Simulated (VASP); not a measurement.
# Sb (Fd-3m) in VASP: notebook

Runs on Sb. Level: PBEsol. Tasks: single point.

Everything below comes from runs of VASP 6.6.1. Logs are shortened: lines on timing, memory, paths and dates and some standing lists are left out, and cuts for length are marked.

### 1 The cell of the first run

Symmetry: Fd-3m, No. 227, cubic system. Conventional cell: a = 6.833 Å, b = 6.833 Å, c = 6.833 Å, α = 90.00°, β = 90.00°, γ = 90.00°. Within 3.9 Å of Sb (site symmetry -43m) lie 4 Sb at 2.96 Å.

### 2 Single point, PBEsol

The input, INCAR:

```
PREC = Accurate ; ENCUT = 520
EDIFF = 1E-6 ; ISMEAR = -1
SIGMA = 0.1 ; LREAL = F
LASPH = T ; NELM = 80
ALGO = Normal ; ISIF = 2
LWAVE = F ; LCHARG = T
GGA = PS ; LELF = T
LVHAR = T ; NBANDS = 12
```

The input, KPOINTS:

```
Automatic mesh
0
Gamma
  11 11 11
```

The input, POSCAR:

```
Sb
1.0
    0.0000000000      3.4165009618      3.4165009618
    3.4165009618      0.0000000000      3.4165009618
    3.4165009618      3.4165009618      0.0000000000
Sb
2
Direct
    0.0000000000      0.0000000000      0.0000000000
    0.2500000000      0.2500000000      0.2500000000
```

Potentials or basis: VASP PAW PBE potentials, release 64 (Sb).

Launch:

```console
> cat potpaw_PBE.64/Sb/POTCAR > POTCAR
> mpirun -np 1 vasp_std > vasp.out
```

OUTCAR:

```text
PREC = Accurate
   ENCUT = 520
   EDIFF = 1E-6
   ISMEAR = -1
   LREAL = F
   LASPH = T
   NELM = 80
   ISIF = 2
   GGA = PS

 ion  position               nearest neighbor table
   1  0.000  0.000  0.000-   2 2.96   2 2.96   2 2.96   2 2.96
   2  0.250  0.250  0.250-   1 2.96   1 2.96   1 2.96   1 2.96

  LATTYP: Found a face centered cubic cell.
 ALAT       =     6.8330019236

  Lattice vectors:

 A1 = (   0.0000000000,   3.4165009618,   3.4165009618)
 A2 = (   3.4165009618,   0.0000000000,   3.4165009618)
 A3 = (   3.4165009618,   3.4165009618,   0.0000000000)

Analysis of symmetry for initial positions (statically):
=====================================================================
 Subroutine PRICEL returns:
 Original cell was already a primitive cell.

 Routine SETGRP: Setting up the symmetry group for a
 face centered cubic supercell.

 Subroutine GETGRP returns: Found 48 space group operations
 (whereof 24 operations were pure point group operations)
 out of a pool of 48 trial point group operations.

The static configuration has the point symmetry T_d .
 The point group associated with its full space group is O_h .

Analysis of symmetry for dynamics (positions and initial velocities):
=====================================================================
 Subroutine PRICEL returns:
 Original cell was already a primitive cell.

 Routine SETGRP: Setting up the symmetry group for a
 face centered cubic supercell.

 Subroutine GETGRP returns: Found 48 space group operations
 (whereof 24 operations were pure point group operations)
 out of a pool of 48 trial point group operations.

The dynamic configuration has the point symmetry T_d .
 The point group associated with its full space group is O_h .

 Subroutine INISYM returns: Found 48 space group operations
 (whereof 24 operations are pure point group operations),
 and found     1 'primitive' translations

----------------------------------------------------------------------------------------

                                     Primitive cell

  volume of cell :      79.7581

  direct lattice vectors                    reciprocal lattice vectors
     0.000000000  3.416500962  3.416500962    -0.146348561  0.146348561  0.146348561
     3.416500962  0.000000000  3.416500962     0.146348561 -0.146348561  0.146348561
     3.416500962  3.416500962  0.000000000     0.146348561  0.146348561 -0.146348561

  length of vectors
     4.831661996  4.831661996  4.831661996     0.253483144  0.253483144  0.253483144

  position of ions in fractional coordinates (direct lattice)
     0.000000000  0.000000000  0.000000000
     0.250000000  0.250000000  0.250000000

  ion indices of the primitive-cell ions
   primitive index   ion index
                 1           1
                 2           2

----------------------------------------------------------------------------------------

 KPOINTS: Automatic mesh

Automatic generation of k-mesh.
 Grid dimensions read from file:
 generate k-points for:   11   11   11

 Generating k-lattice:

  Cartesian coordinates                     Fractional coordinates (reciprocal lattice)
    -0.013304415  0.013304415  0.013304415     0.090909091  0.000000000  0.000000000
     0.013304415 -0.013304415  0.013304415     0.000000000  0.090909091  0.000000000
     0.013304415  0.013304415 -0.013304415     0.000000000  0.000000000  0.090909091

  Length of vectors
     0.023043922  0.023043922  0.023043922

  Shift w.r.t. Gamma in fractional coordinates (k-lattice)
     0.000000000  0.000000000  0.000000000

 Subroutine IBZKPT returns following result:
 ===========================================

 Found     56 irreducible k-points:

 Following reciprocal coordinates:
            Coordinates               Weight
  0.000000  0.000000  0.000000      1.000000
  0.090909  0.000000  0.000000      8.000000
  0.181818  0.000000  0.000000      8.000000
  0.272727  0.000000  0.000000      8.000000
  0.363636  0.000000  0.000000      8.000000
  0.454545  0.000000  0.000000      8.000000
[... 16 lines left out ...]
 -0.272727  0.181818  0.000000     24.000000
 -0.181818  0.181818  0.000000     12.000000
 [... further k-points ...]
   k-points           NKPTS =     56   k-points in BZ     NKDIM =     56   number of bands    NBANDS=     12
   number of dos      NEDOS =    301   number of ions     NIONS =      2
   total plane-waves  NPLWV =  46656
   dimension x,y,z NGX =    36 NGY =   36 NGZ =   36
   dimension x,y,z NGXF=    72 NGYF=   72 NGZF=   72
   ions per type =               2
   NGX,Y,Z   is equivalent  to a cutoff of  12.39, 12.39, 12.39 a.u.
   NGXF,Y,Z  is equivalent  to a cutoff of  24.77, 24.77, 24.77 a.u.
 SYSTEM =  unknown system
   PREC   = accura    normal or accurate (medium, high low for compatibility)
   ISTART =      0    job   : 0-new  1-cont  2-samecut
   ICHARG =      2    charge: 1-file 2-atom 10-const
   ISPIN  =      1    spin polarized calculation?
   LNONCOLLINEAR =      F non collinear calculations
   LSORBIT =      F    spin-orbit coupling
   LASPH  =      T    aspherical Exc in radial PAW
   ENCUT  =  520.0 eV  38.22 Ry    6.18 a.u.   8.98  8.98  8.98*2*pi/ulx,y,z
   NELM   =     80;   NELMIN=  2; NELMDL= -5     # of ELM steps
   EDIFF  = 0.1E-05   stopping-criterion for ELM
   LREAL  =      F    real-space projection
   EDIFFG = 0.1E-04   stopping-criterion for IOM
   NSW    =      0    number of steps for IOM
   IBRION =     -1    ionic relax: 0-MD 1-quasi-New 2-CG
   NFREE  =      0    steps in history (QN), initial steepest desc. (CG)
   ISIF   =      2    stress and relaxation
   ISYM   =      2    0-nonsym 1-usesym 2-fastsym
   POTIM  = 0.5000    time-step for ionic-motion
   TEBEG  =    0.0;   TEEND  =   0.0 temperature during run
   PSTRESS=    0.0 pullay stress
   NELECT =      10.0000    total number of electrons
   NUPDOWN=      -1.0000    fix difference up-down
   EMIN   =  10.00;   EMAX   =-10.00  energy-range for DOS
   EFERMI =   0.00;   METHOD = LEGACY
   ISMEAR =    -1;   SIGMA  =   0.10  broadening in eV -4-tet -1-fermi 0-gaus
   EFERMI_NEDOS =   21; number of points for ismear=-14 and -15
   IALGO  =     38    algorithm
   IMIX   =      4    mixing-type and parameters
     AMIX     =   0.40;   BMIX     =  1.00
     AMIX_MAG =   1.60;   BMIX_MAG =  1.00
  volume/ion in A,a.u.               =      39.88       269.12
  Fermi-wavevector in a.u.,A,eV,Ry     =   0.819376  1.548396  9.134641  0.671377
  Thomas-Fermi vector in A             =   1.930170
   LORBIT       =      0    0 simple, 1 ext, 2 COOP (PROOUT), +10 PAW based schemes
   GGA     = PS    functional components
   LHFCALC =     F    Hartree Fock is set to
   AEXX    =    0.0000 exact exchange contribution
   IVDW    =     0    specifies the selected vdW correction
   LEPSILON=     F    determine dielectric tensor
   LRPA    =     F    only Hartree local field effects (RPA)
 non-spin polarized calculation
  energy-cutoff  :      520.00
  volume of cell :       79.76
 maximum number of plane-waves:      2166
   NGX = 17   NGY = 17   NGZ = 17

 number of electron      10.0000000 magnetization

 Free energy of the ion-electron system (eV)
  ---------------------------------------------------
  ext. energy  EPLUGINS =         0.00000000
  ---------------------------------------------------
  free energy    TOTEN  =        -8.34815706 eV

  energy without entropy =       -8.31026107  energy(sigma->0) =       -8.32920907

 E-fermi :   4.3086     XC(G=0):  -8.3045

 val. band max:        4.2935359807   @ k =   0.2727   0.1818   0.0000
 cond. band min:       4.3198323115   @ k =   0.3636   0.2727   0.0909
 fundamental gap:      0.0262963308
 Fermi energy:         4.3086326458

 k-point     1 :       0.0000    0.0000    0.0000
  band No.  band energies     occupation
      1      -7.5014      2.00000
      2      -0.7514      2.00000
      3       2.4801      2.00000
      4       2.4801      2.00000
      5       2.4801      2.00000
      6       4.8282      0.01102
      7       4.8282      0.01102
      8       4.8282      0.01102
      9       8.1463      0.00000
     10      10.7227      0.00000
     11      10.7227      0.00000
     12      11.8252      0.00000

 k-point     2 :       0.0909    0.0000    0.0000
  band No.  band energies     occupation
      1      -7.4403      2.00000
      2      -1.0524      2.00000
      3       2.3812      2.00000
      4       2.3812      2.00000
      5       2.5214      2.00000
      6       4.9703      0.00267
      7       4.9703      0.00267
      8       4.9870      0.00226
      9       8.4597      0.00000
     10      10.3984      0.00000
     11      10.3984      0.00000
     12      11.5640      0.00000

 k-point     3 :       0.1818    0.0000    0.0000
  band No.  band energies     occupation
      1      -7.2618      2.00000
      2      -1.7521      2.00000
      3       2.1597      2.00000
      4       2.1597      2.00000
      5       2.4803      2.00000
      6       5.2931      0.00011
      7       5.2931      0.00011
      8       5.5517      0.00001
      9       9.1547      0.00000
     10      10.0673      0.00000
     11      10.0673      0.00000
     12      11.2533      0.00000
[... 286 lines left out ...]
 k-point    23 :      -0.2727    0.1818    0.0000
  band No.  band energies     occupation
      1      -6.5598      2.00000
      2      -3.3793      2.00000
      3       0.6399      2.00000
      4       1.7400      2.00000
      5       3.3658      1.99984
      6       5.9508      0.00000
      7       6.0045      0.00000
      8       6.8886      0.00000
      9       9.6098      0.00000
     10      10.2110      0.00000
     11      11.1093      0.00000
     12      12.3454      0.00000

 k-point    24 :      -0.1818    0.1818    0.0000
  band No.  band energies     occupation
      1      -6.8815      2.00000
      2      -2.7440      2.00000
      3       0.9945      2.00000
      4       1.9879      2.00000
      5       3.2207      1.99996
      6       5.5865      0.00001
      7       5.6038      0.00000
      8       6.5485      0.00000
      9       9.4493      0.00000
     10      10.1887      0.00000
     11      10.4239      0.00000
     12      12.5150      0.00000

 [... further k-points ...]
[... 5 lines left out ...]
  --------------------------------------------------------------------------------------
  -------------------------------------------------------------------------------------
  Total        0.3177043      0.3177043      0.3177043      0.0000000     -0.0000000      0.0000000
  in kB        6.3820335      6.3820335      6.3820335      0.0000000     -0.0000000      0.0000000
  external PRESSURE =       6.3820335 kB  Pullay stress =       0.0000000 kB

 VOLUME and BASIS-vectors are now :
 -----------------------------------------------------------------------------
  energy-cutoff  :      520.00
  volume of cell :       79.76
      direct lattice vectors                 reciprocal lattice vectors
     0.000000000  3.416500962  3.416500962    -0.146348561  0.146348561  0.146348561
     3.416500962  0.000000000  3.416500962     0.146348561 -0.146348561  0.146348561
     3.416500962  3.416500962  0.000000000     0.146348561  0.146348561 -0.146348561

 POSITION                                       TOTAL-FORCE (eV/Angst)
 -----------------------------------------------------------------------------------
      0.00000      0.00000      0.00000        -0.000000     -0.000000      0.000000
      1.70825      1.70825      1.70825         0.000000      0.000000     -0.000000
 -----------------------------------------------------------------------------------
    total drift:                                0.000000      0.000000      0.000000

  FREE ENERGIE OF THE ION-ELECTRON SYSTEM (eV)
  ---------------------------------------------------
  free  energy   TOTEN  =        -8.3481570639 eV

  energy  without entropy=       -8.3102610726  energy(sigma->0) =       -8.32920907
```

Wall time 30 s (1 thread of Intel Xeon Platinum 8259CL at 2.50GHz (Skylake/Cascade Lake), shared host); peak memory 0.22 GiB.

Results:

```yaml
Free_energy: -8.3482 eV
Pressure: 0.6 GPa
Band_gap_on_the_k_mesh: zero (band 5 reaches 4.78 eV, above the bottom of band 6 at 3.87 eV)
```

Caveat: the PAW data sets were made with another functional, which shifts forces and pressure a little; spin-orbit coupling is left out, which moves the levels of the heavy elements.

### 3 Single point, PBEsol

This run uses another cell than the first one, of 40.49 Å³/atom, 1.015 times its volume.

The input, INCAR:

```
  ALGO = Normal
  EDIFF = 1E-6
  ENCUT = 520
  GGA = PS
  ISIF = 2
  ISMEAR = -1
  LASPH = True
  LCHARG = False
  LREAL = False
  LWAVE = False
  NBANDS = 12
  NELM = 100
  PREC = Accurate
  SIGMA = 0.1
```

The input, KPOINTS:

```
k-points
0
Gamma
  11 11 11
```

The input, POSCAR:

```
Sb
1.0
    0.0000000000      3.4337563098      3.4337563098
    3.4337563098      0.0000000000      3.4337563098
    3.4337563098      3.4337563098      0.0000000000
Sb
2
Direct
    0.0000000000      0.0000000000      0.0000000000
    0.2500000000      0.2500000000      0.2500000000
```

Potentials or basis: VASP PAW PBE potentials, release 64 (Sb).

Launch:

```console
> cat potpaw_PBE.64/Sb/POTCAR > POTCAR
> mpirun -np 1 vasp_std > vasp.out
```

Run time: 31 s. Hardware: 1 thread of Intel Xeon Platinum 8259CL at 2.50GHz (Skylake/Cascade Lake), shared host; peak memory 0.22 GiB.

Results (log left out):

```yaml
Free_energy: -8.3509 eV
Pressure: 0.1 GPa
Band_gap_on_the_k_mesh: zero (band 5 reaches 4.62 eV, above the bottom of band 6 at 3.74 eV)
```

Levels at points of the mesh, in eV from the Fermi level:
```csv
k point,band 1,band 2,band 3,band 4,band 5,band 6,band 7,band 8,band 9,band 10
"(0.00, 0.00, 0.00)",-11.72,-5.13,-1.80,-1.80,-1.80,0.53,0.53,0.53,3.84,6.41
```

Caveat: the PAW data sets were made with another functional, which shifts forces and pressure a little; spin-orbit coupling is left out, which moves the levels of the heavy elements.
